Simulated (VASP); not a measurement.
**C: single point with LDA**

Sheet: C, a sheet with vacuum.

```
C
1.0
     2.44446    0.00000    0.00000
    -1.22223    2.11696    0.00000
     0.00000    0.00000   23.80000
C
2
Direct
  0.33333 0.66667 0.29412
  0.66667 0.33333 0.29412
```

```
Program             : VASP 6.6.1
Task                : single point
Functional          : LDA
Potentials or basis : VASP PAW LDA potentials, release 64 (C)
Cutoff              : 520 eV
k mesh              : 18 × 18 × 1
Occupations         : gaussian, width 0.03 eV
Spin                : no spin polarisation
```

| Quantity | Value |
| --- | --- |
| Band gap on the k mesh | zero (filled and empty bands touch) |

Levels at points of the mesh, in eV from the Fermi level:
```csv
k point,band 1,band 2,band 3,band 4,band 5,band 6,band 7,band 8,band 9
"(0.00, 0.00, 0.00)",-19.51,-7.82,-3.03,-3.03,3.33,4.27,4.54,5.12,5.45
"(0.50, 0.00, 0.00)",-14.12,-13.32,-6.48,-2.40,1.64,7.71,11.27,11.37,12.20
```

Wall time 66 s on 1 thread of Intel Xeon 6975P-C, on a shared host, peak memory 0.2 GiB.
